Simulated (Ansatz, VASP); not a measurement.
One calculation of CuI, two programs

```xyz
2
Lattice="4.2872 0.0000 0.0000 2.1436 3.7128 0.0000 2.1436 1.2376 3.5005" Properties=species:S:1:pos:R:3 pbc="T T T"
Cu    2.1436    1.2376    0.8751
I     0.0000    0.0000    0.0000
```

Alike in both runs: task single point; functional PBEsol; k mesh 6 × 6 × 6; no spin polarisation.

|  | VASP | Ansatz |
| --- | --- | --- |
| version | VASP 6.6.1 | Ansatz 0.2.0 |
| potentials or method | VASP PAW PBE potentials, release 64 (Cu, I) | plane waves, PAW |
| plane-wave cutoff (eV) | 520 | 420 |
| occupations | gaussian, width 0.01 eV | fixed |
| valence electrons in the cell | 18 | 36 |

```csv
,VASP,Ansatz,Ansatz less VASP
gap on the k mesh at the Fermi level (eV),1.03,1.01,-0.022
```

VASP's potentials were made for PBE, not for PBEsol. VASP's potentials hold 18 valence electrons a cell and Ansatz's 36, so a difference there can come from the potentials and not from the codes.

Neither program's run includes spin-orbit coupling.
